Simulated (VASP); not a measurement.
The system is AlNi3.

```
Ni Al
1.0
     3.52305    0.00000    0.00000
     0.00000    3.52305    0.00000
     0.00000    0.00000    3.52305
Ni Al
3 1
Direct
  0.50000 0.50000 0.00000
  0.50000 0.00000 0.50000
  0.00000 0.50000 0.50000
  0.00000 0.00000 0.00000
```

Base run:

```yaml
Program: VASP 6.6.1
Functional: PBE
Potentials_or_basis: VASP PAW PBE potentials, release 64 (Ni_sv_GW, Al)
Cutoff: 690 eV
k_mesh: 6 × 6 × 6
Occupations: fermi-dirac, width 0.05 eV
Spin: collinear spin, ferromagnetic start
Starting_moments: "[0.733333, 0.733333, 0.733333, 0.0] μB"
Fixed_moment: 2.2 μB
```

Its results: pressure 9.9 GPa; site moments Ni +0.70; Al +0.03 μB.

Question: The run is repeated on the same cell with these changes: fixed moment from 2.2 μB to 4.5 μB; moments at the start from [0.73, 0.73, 0.73, 0.0] to [1.5, 1.5, 1.5, 0.0]. What comes out?

Answer: Pressure 21.7 GPa; site moments Ni +1.26; Al +0.14 μB.

Caveats: the cell stands under pressure; the total moment is fixed, so each spin has its own Fermi level and the state may be an excited one.
